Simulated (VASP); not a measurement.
A run of VASP 6.6.1 is set up as follows.

Contents of INCAR:

```
SYSTEM = SiNi2
ALGO = Fast
EDIFF = 1E-7
ENCUT = 520
GGA = PE
ISIF = 2
ISMEAR = 0
LASPH = .True.
LCHARG = .True.
LELF = .True.
LREAL = .False.
LVHAR = .True.
LWAVE = .False.
NBANDS = 60
NELM = 80
PREC = Accurate
SIGMA = 0.1
```

KPOINTS

```
k-points
0
Gamma
  9 7 5
  0 0 0
```

File POSCAR:

```
SiNi2
1.0
    3.7306708084      0.0000000000      0.0000000000
    0.0000000000      5.0212855182      0.0000000000
    0.0000000000      0.0000000000      7.0758908529
Si Ni
4 8
Direct
    0.7500000000      0.2869929313      0.6146319425
    0.2500000000      0.7130070687      0.3853680575
    0.7500000000      0.7869929313      0.8853680575
    0.2500000000      0.2130070687      0.1146319425
    0.7500000000      0.4594187838      0.2961226571
    0.2500000000      0.5405812162      0.7038773429
    0.7500000000      0.9594187838      0.2038773429
    0.2500000000      0.0405812162      0.7961226571
    0.7500000000      0.3306369562      0.9396510496
    0.2500000000      0.6693630438      0.0603489504
    0.7500000000      0.8306369562      0.5603489504
    0.2500000000      0.1693630438      0.4396510496
```

Potentials or basis: VASP PAW PBE potentials, release 64 (Si, Ni).

Command:

```console
$ cat potpaw_PBE.64/Si/POTCAR potpaw_PBE.64/Ni/POTCAR > POTCAR
$ mpirun -np 1 vasp_std > vasp.out
```

Q: What does it give for the band gap on the k mesh?

A: Zero (bands 48 and 49 overlap by 1.84 eV).

Q: What does it give for the largest force?

A: 0.018 eV/Å.

Forces on the atoms (eV/Å):
```
Si   0.000 -0.012 -0.004
Si   0.000  0.012  0.004
Si   0.000 -0.012  0.004
Si   0.000  0.012 -0.004
Ni   0.000 -0.015 -0.011
Ni   0.000  0.015  0.011
Ni   0.000 -0.015  0.011
Ni   0.000  0.015 -0.011
Ni   0.000 -0.005  0.004
Ni   0.000  0.005 -0.004
Ni   0.000 -0.005 -0.004
Ni   0.000  0.005  0.004
```

Spin polarisation is off, so any magnetic state and its effect on volume and gap are missing.
